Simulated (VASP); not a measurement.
# Bi2Se3 (P4mm) in VASP: notebook, part 2 of 3

VASP 6.6.1.

## Step 3: Single point, PBE

This run uses another cell than the first one, of 34.90 Å³/atom.

INCAR

```
SYSTEM = Bi2Se3
PREC     = Accurate       ! precision mode
ENCUT    = 520            ! plane-wave cutoff, eV
EDIFF    = 1E-6           ! SCF threshold, eV
ISMEAR   = 0              ! smearing method
SIGMA    = 0.1            ! smearing width, eV
LREAL    = .FALSE.        ! projectors in reciprocal space
LASPH    = .TRUE.         ! aspherical terms in the spheres
NELM     = 80             ! most SCF steps
ALGO     = Normal         ! electronic algorithm
ISIF     = 2              ! what is computed and relaxed
LWAVE    = .FALSE.        ! write WAVECAR
LCHARG   = .FALSE.        ! write CHGCAR
GGA      = PE             ! functional
NBANDS   = 32             ! bands
```

KPOINTS

```
Automatic mesh
0
G
  4 4 2
  0 0 0
```

POSCAR

```
Bi2Se3
1.0
    4.4193636200      0.0000000000      0.0000000000
    0.0000000000      4.4193636200      0.0000000000
    0.0000000000      0.0000000000      8.9337431000
Bi Se
2 3
Direct
    0.5000000000      0.5000000000      0.6826805200
    0.0000000000      0.0000000000      0.8215615800
    0.0000000000      0.0000000000      0.2058229700
    0.5000000000      0.0000000000      0.0494685800
    0.0000000000      0.5000000000      0.0494685800
```

Potentials or basis: VASP PAW PBE potentials, release 64 (Bi_d, Se).

Run with:

```sh
> cat potpaw_PBE.64/Bi_d/POTCAR potpaw_PBE.64/Se/POTCAR > POTCAR
> mpirun -np 1 vasp_std > vasp.out
```

OUTCAR:

```text
SYSTEM = Bi2Se3
   PREC = Accurate
   ENCUT = 520
   EDIFF = 1E-6
   ISMEAR = 0
   LREAL = .FALSE.
   LASPH = .TRUE.
   NELM = 80
   ISIF = 2
   GGA = PE

 ion  position               nearest neighbor table
   1  0.500  0.500  0.683-   2 3.36   2 3.36   2 3.36   2 3.36
   2  0.000  0.000  0.822-   4 3.00   5 3.00   5 3.00   4 3.00   1 3.36   1 3.36   1 3.36   1 3.36

   3  0.000  0.000  0.206-   4 2.61   5 2.61   5 2.61   4 2.61
   4  0.500  0.000  0.049-   3 2.61   3 2.61   2 3.00   2 3.00
[... 611 lines left out ...]
  --------------------------------------------------------------------------------------
  -------------------------------------------------------------------------------------
  Total        1.1651949      1.1651949      3.5614778      0.0000000      0.0000000      0.0000000
  in kB       10.6993212     10.6993212     32.7030224      0.0000000      0.0000000      0.0000000
  external PRESSURE =      18.0338883 kB  Pullay stress =       0.0000000 kB

 VOLUME and BASIS-vectors are now :
 -----------------------------------------------------------------------------
  energy-cutoff  :      520.00
  volume of cell :      174.48
      direct lattice vectors                 reciprocal lattice vectors
     4.419363620  0.000000000  0.000000000     0.226276923  0.000000000  0.000000000
     0.000000000  4.419363620  0.000000000     0.000000000  0.226276923  0.000000000
     0.000000000  0.000000000  8.933743100     0.000000000  0.000000000  0.111935164

 POSITION                                       TOTAL-FORCE (eV/Angst)
 -----------------------------------------------------------------------------------
      2.20968      2.20968      6.09889         0.000000     -0.000000     -0.600933
      0.00000      0.00000      7.33962         0.000000      0.000000     -0.922473
      0.00000      0.00000      1.83877        -0.000000      0.000000      0.147525
      2.20968      0.00000      0.44194         0.000000      0.000000      0.687941
      0.00000      2.20968      0.44194         0.000000      0.000000      0.687941
 -----------------------------------------------------------------------------------
    total drift:                                0.000000      0.000000     -0.000391

  FREE ENERGIE OF THE ION-ELECTRON SYSTEM (eV)
  ---------------------------------------------------
  free  energy   TOTEN  =       -15.8018957888 eV

  energy  without entropy=      -15.7681076346  energy(sigma->0) =      -15.78500171
```

OSZICAR:

```text
N       E                     dE             d eps       ncg     rms          rms(c)
DAV:   1     0.469497783602E+03    0.46950E+03   -0.22568E+04   768   0.147E+03
DAV:   2     0.378267557086E+02   -0.43167E+03   -0.41292E+03   808   0.388E+02
DAV:   3    -0.135881089634E+02   -0.51415E+02   -0.49530E+02   968   0.148E+02
DAV:   4    -0.157897907168E+02   -0.22017E+01   -0.21733E+01   880   0.336E+01
DAV:   5    -0.158609923284E+02   -0.71202E-01   -0.71178E-01  1056   0.600E+00    0.655E+00
DAV:   6    -0.158383319506E+02    0.22660E-01   -0.31015E-01   968   0.262E+00    0.399E+00
DAV:   7    -0.158682477271E+02   -0.29916E-01   -0.35312E-01  1008   0.364E+00    0.260E+00
DAV:   8    -0.158087025526E+02    0.59545E-01   -0.23637E-01   888   0.223E+00    0.463E-01
DAV:   9    -0.158027712028E+02    0.59313E-02   -0.11819E-02   912   0.743E-01    0.200E-01
DAV:  10    -0.158021091480E+02    0.66205E-03   -0.41193E-03   960   0.448E-01    0.971E-02
DAV:  11    -0.158019179897E+02    0.19116E-03   -0.11955E-03   944   0.222E-01    0.484E-02
DAV:  12    -0.158019349414E+02   -0.16952E-04   -0.16510E-04   896   0.106E-01    0.366E-02
DAV:  13    -0.158018939797E+02    0.40962E-04   -0.39806E-05   936   0.485E-02    0.878E-03
DAV:  14    -0.158018947792E+02   -0.79951E-06   -0.11731E-05   808   0.182E-02    0.326E-03
DAV:  15    -0.158018958937E+02   -0.11145E-05   -0.12860E-06   624   0.755E-03    0.307E-03
DAV:  16    -0.158018957888E+02    0.10483E-06   -0.43100E-07   632   0.577E-03
   1 F= -.15801896E+02 E0= -.15785002E+02  d E =-.337882E-01
```

stdout:

```text
POSCAR found type information on POSCAR BiSe
 POSCAR found :  2 types and       5 ions
 scaLAPACK will be used
 LDA part: xc-table for (Slater+PW92), standard interpolation
 POSCAR, INCAR and KPOINTS ok, starting setup
 FFT: planning ... GRIDC
 FFT: planning ... GRID_SOFT
 FFT: planning ... GRID
 WAVECAR not read
 entering main loop
```

Wall time 56 s (1 thread of AMD EPYC 9R14 (Zen 4), shared host); peak memory 0.27 GiB.

What came out:

* Free energy: -15.8019 eV
* Pressure: 1.8 GPa
* Largest force: 0.922 eV/Å
* Band gap on the k mesh: zero (bands 24 and 25 overlap by 0.49 eV)

Forces in eV/Å, atoms in the order of the input:
```
Bi   0.000  0.000 -0.601
Bi   0.000  0.000 -0.922
Se   0.000  0.000  0.148
Se   0.000  0.000  0.688
Se   0.000  0.000  0.688
```

Levels at points of the mesh, in eV from the Fermi level:
```
           k point  band 22  band 23  band 24  band 25  band 26  band 27
(0.00, 0.00, 0.00)    -1.91    -0.66    -0.66    -0.38     0.76     0.76
(0.50, 0.00, 0.00)    -1.05    -0.93    -0.81     0.71     0.72     0.85
(0.50, 0.50, 0.00)    -0.45     0.02     0.03     0.87     0.87     1.32
(0.00, 0.00, 0.50)    -1.94    -0.64    -0.64    -0.14     0.84     0.84
(0.50, 0.00, 0.50)    -1.20    -1.12    -0.82     0.72     1.08     1.09
(0.50, 0.50, 0.50)    -0.68     0.03     0.12     0.66     0.66     1.32
```

Caveat: spin-orbit coupling is left out, which moves the levels of the heavy elements; this functional lacks dispersion, which binds the layers, so the pressure and a relaxed spacing across them are unreliable.

[end of part 2 of 3]
